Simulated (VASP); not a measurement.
A run of VASP 6.6.1 is set up as follows.

POSCAR

```
NaF
1.0
    0.0000000000      2.3422971847      2.3422971847
    2.3422971847      0.0000000000      2.3422971847
    2.3422971847      2.3422971847      0.0000000000
Na F
1 1
Direct
    0.0000000000      0.0000000000      0.0000000000
    0.5000000000      0.5000000000      0.5000000000
```

The input INCAR.step1:

```
SYSTEM = NaF
PREC = Accurate
ENCUT = 520
ISMEAR = 0
SIGMA = 0.01
LREAL = .False.
LASPH = .True.
NELM = 100
NBANDS = 14
GGA = PE
ALGO = Normal
EDIFF = 1E-4
LWAVE = .True.
LCHARG = .False.
```

INCAR.step2

```
SYSTEM = NaF
PREC = Accurate
ENCUT = 520
EDIFF = 1E-7
ISMEAR = 0
SIGMA = 0.01
LREAL = .False.
LASPH = .True.
NELM = 100
ALGO = Normal
ISIF = 2
LWAVE = .False.
LCHARG = .True.
METAGGA = R2SCAN
LMIXTAU = .True.
LELF = .True.
LVHAR = .True.
NBANDS = 14
ISTART = 1
```

Contents of KPOINTS:

```
Automatic mesh
0
Gamma
  8 8 8
  0 0 0
```

Potentials or basis: VASP PAW PBE potentials, release 64 (Na_pv, F).

Launch:

```console
$ cat potpaw_PBE.64/Na_pv/POTCAR potpaw_PBE.64/F/POTCAR > POTCAR
$ cp INCAR.step1 INCAR
$ mpirun -np 1 vasp_std > vasp.out
$ cp INCAR.step2 INCAR
$ mpirun -np 1 vasp_std > vasp.out
```

Task: What does it give for the pressure?

Result: -3.3 GPa.

Task: Predict the band gap on the k mesh.

Result: 6.99 eV, direct.

Caveat: the PAW data sets were made with another functional, which shifts forces and pressure a little.
